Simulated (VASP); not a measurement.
The system is Si3As.

```
Si As
1.0
    -2.73381    2.73381    2.73381
     2.73381   -2.73381    2.73381
     2.73381    2.73381   -2.73381
Si As
3 1
Direct
  0.00000 0.50000 0.50000
  0.50000 0.00000 0.50000
  0.50000 0.50000 0.00000
  0.00000 0.00000 0.00000
```

- Program: VASP 6.6.1
- Task: relaxation of cell and atoms
- Functional: PBE
- Potentials or basis: VASP PAW PBE potentials, release 64 (Si, As)
- Cutoff: 600 eV
- k mesh: 4 × 4 × 4
- Occupations: gaussian, width 0.1 eV
- Spin: no spin polarisation

At the start: pressure -10.5 GPa; volume 20.43 Å³/atom.

Where does the relaxation end?

Over 3 steps the energy falls by 133.5 meV/atom and the volume is 17.08 Å³/atom (-16.4 %); space group Im-3m (No. 229, to 0.05 Å).

Step by step:
```csv
step,energy change (eV),largest force (eV/Å),pressure (GPa),volume (Å³)
1,0.0000,0.0000,-10.50,81.73
2,-0.5242,0.0000,2.12,66.89
3,-0.5341,0.0000,0.17,68.30
```

Final structure:
```xyz
4
Lattice="-2.5751 2.5751 2.5751 2.5751 -2.5751 2.5751 2.5751 2.5751 -2.5751" Properties=species:S:1:pos:R:3 pbc="T T T"
Si    2.5751    0.0000    0.0000
Si    0.0000    2.5751    0.0000
Si    0.0000    0.0000    2.5751
As    0.0000    0.0000    0.0000
```

Caveat: the k points lie up to 0.43 Å⁻¹ apart in the final cell; the volume moved by over 15 % at a fixed basis, so the end points are rough.
